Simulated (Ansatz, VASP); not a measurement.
## Two plane-wave programs on CdS

```
Cd S
1.0
     0.00000    2.94295    2.94295
     2.94295    0.00000    2.94295
     2.94295    2.94295    0.00000
Cd S
1 1
Direct
  0.00000 0.00000 0.00000
  0.75000 0.75000 0.75000
```

Alike in both runs: functional PBEsol; k mesh 8 × 8 × 8; occupations fermi-dirac, width 0.03 eV; no spin polarisation.

Ansatz relaxed the structure, and its values are those at the end. VASP's run is a single point on that final structure, the one shown.

|  | VASP | Ansatz |
| --- | --- | --- |
| version | VASP 6.6.1 | Ansatz 0.2.0 |
| potentials or method | VASP PAW PBE potentials, release 64 (Cd_sv_GW, S) | PAW with Ansatz's default frozen-core files, scalar-relativistic |
| plane-wave cutoff (eV) | 630 | 420 |
| valence electrons in the cell | 26 | 26 |

```tsv
	VASP	Ansatz	Ansatz less VASP
pressure (GPa)	-1.9	-1.8	+0.09
```

VASP's potentials were made for PBE, not for PBEsol. The functional is the same, so the differences come from potentials, cutoffs and numerics. Ansatz's warnings: stress scf threshold loose.
